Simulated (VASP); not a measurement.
Set up this calculation in VASP 6.6.1, as the native input.

- Task: single point
- Functional: LDA
- Potentials or basis: VASP PAW LDA potentials, release 64 (Ti_sv, B)
- Cutoff: 520 eV
- k mesh: 12 × 12 × 12
- Occupations: fermi-dirac, width 0.1 eV
- Spin: no spin polarisation
- Dipole correction: no
- Further INCAR settings: ALGO = Normal; EDIFF = 1e-06; NBANDS = 14

The structure of TiB lies in POSCAR:

```
TiB
1.0
    0.0000000000      2.0868989040      2.0868989040
    2.0868989040      0.0000000000      2.0868989040
    2.0868989040      2.0868989040      0.0000000000
Ti B
1 1
Direct
    0.2500000000      0.2500000000      0.2500000000
    0.0000000000      0.0000000000      0.0000000000
```

These files were run (other wordings do the same):

INCAR

```
PREC = Accurate
ENCUT = 520
EDIFF = 1E-6
ISMEAR = -1
SIGMA = 0.1
LREAL = False
LASPH = True
NELM = 100
ALGO = Normal
ISIF = 2
LWAVE = False
LCHARG = False
NBANDS = 14
```

KPOINTS

```
regular mesh
0
Gamma
  12 12 12
```

Potentials or basis: VASP PAW LDA potentials, release 64 (Ti_sv, B).

Run with:

```bash
$ cat potpaw_LDA.64/Ti_sv/POTCAR potpaw_LDA.64/B/POTCAR > POTCAR
$ mpirun -np 1 vasp_std > vasp.out
```

Results of the run:

- Pressure: 114.4 GPa

It took 11 s on 1 thread of Intel(R) Xeon(R) Platinum 8488C (Sapphire Rapids), on a shared host, peak memory 0.14 GiB.
